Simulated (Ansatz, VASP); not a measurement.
**Hf2TaN3 in VASP and in Ansatz**

```
CELL_PARAMETERS angstrom
2.79408 1.61316 3.00818
-2.79408 1.61316 3.00818
0.00000 -3.22633 3.00818
ATOMIC_POSITIONS crystal
Hf 0.18416 0.18416 0.18416
Hf 0.81584 0.81584 0.81584
Ta 0.50000 0.50000 0.50000
N 0.00000 0.50000 0.50000
N 0.50000 0.00000 0.50000
N 0.50000 0.50000 0.00000
```

Change from the starting cell: species swapped into the Ti2Be3Ga type (R-3m, No. 166).

Alike in both runs: functional PBE; k mesh 12 × 12 × 12; occupations gaussian, width 0.1 eV; no spin polarisation.

Ansatz relaxed the structure, and its values are those at the end. VASP's run is a single point on that final structure, the one shown.

```csv
,VASP,Ansatz
version,VASP 6.6.1,Ansatz 0.2.0
potentials or method,"VASP PAW PBE potentials, release 64 (Hf_pv, Ta_pv, N), cutoff 520 eV","scalar-relativistic, plane waves, PAW"
valence electrons in the cell,46,80
```

|  | VASP | Ansatz | Ansatz less VASP |
| --- | --- | --- | --- |
| gap on the k mesh at the Fermi level (eV) | none | none | - |
| pressure (GPa) | -0.8 | 0.0 | +0.76 |
| rms of the force components (eV/Å) | 0.046 | 0.000 | -0.0456 |

A gap of «none» marks a metal or a gap that the smearing closes. VASP's potentials hold 46 valence electrons a cell and Ansatz's 80, so a difference there can come from the potentials and not from the codes.

Neither program's run includes spin-orbit coupling.
